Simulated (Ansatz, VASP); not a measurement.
Two plane-wave programs on LiF

```xyz
4
Lattice="3.0811 0.0000 0.0000 -1.5405 2.6683 0.0000 0.0000 0.0000 4.7852" Properties=species:S:1:pos:R:3 pbc="T T T"
Li    0.0000    1.7788    1.8301
Li    1.5405    0.8894    4.2227
F     0.0000    1.7788    4.7496
F     1.5405    0.8894    2.3570
```

Alike in both runs: task single point; functional HSE06; k mesh 6 × 6 × 2; no spin polarisation.

```csv
,VASP,Ansatz
version,VASP 6.6.1,Ansatz 0.2.0
potentials or method,"VASP PAW PBE potentials, release 64 (Li_sv, F)","plane waves, PAW"
plane-wave cutoff (eV),520,420
occupations,"gaussian, width 0.01 eV",fixed
valence electrons in the cell,20,20
```

|  | VASP | Ansatz | Ansatz less VASP |
| --- | --- | --- | --- |
| gap on the k mesh at the Fermi level (eV) | 10.00 | 10.03 | +0.023 |

Ansatz's warnings: stress exchange threshold loose, stress scf threshold loose.

The k mesh is coarse, so the values compare programs but aren't converged. Noted on VASP's run: the cutoff is short for stress, so the pressure is rough.
